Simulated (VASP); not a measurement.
Wanted: the native input for a VASP 6.6.1 run.

| Item | Value |
| --- | --- |
| Task | single point |
| Functional | PBEsol |
| Potentials or basis | VASP PAW PBE potentials, release 64 (Cu) |
| Cutoff | 520 eV |
| k mesh | 24 × 24 × 24 |
| Occupations | gaussian, width 0.15 eV |
| Spin | no spin polarisation |
| Dipole correction | no |
| Further INCAR settings | ALGO = Fast; EDIFF = 1e-06; NBANDS = 12 |

The structure of Cu lies in POSCAR:

```
Cu
1.0
   -1.3562257208      1.4427933200      1.3760814500
    1.3562257208     -1.4427933200      1.3760814500
    1.3562257208      1.4427933200     -1.3760814500
Cu
1
Direct
    0.0000000000      0.0000000000      0.0000000000
```

This cell differs from its parent crystal: strain -0.0600 x Voigt [1, 0, 0, 0, 0, 0].

One way to write it, as run:

INCAR

```
SYSTEM = Cu
  ALGO = Fast
  EDIFF = 1E-6
  ENCUT = 520
  GGA = PS
  ISIF = 2
  ISMEAR = 0
  LASPH = .True.
  LCHARG = .False.
  LREAL = .False.
  LWAVE = .False.
  NBANDS = 12
  NELM = 80
  PREC = Accurate
  SIGMA = 0.15
```

KPOINTS

```
k-points
0
Gamma
  24 24 24
  0 0 0
```

Potentials or basis: VASP PAW PBE potentials, release 64 (Cu).

Launch:

```bash
$ cat potpaw_PBE.64/Cu/POTCAR > POTCAR
$ mpirun -np 1 vasp_std > vasp.out
```

Results of the run:

```yaml
Pressure: 10.9 GPa
```

Caveat: the cell differs from its parent crystal (strain -0.0600 x Voigt [1, 0, 0, 0, 0, 0]); the PAW data sets were made with another functional, which shifts forces and pressure a little.

It took 92 s on 1 thread of Intel(R) Xeon(R) 6975P-C (Granite Rapids), on a shared host, peak memory 0.34 GiB.
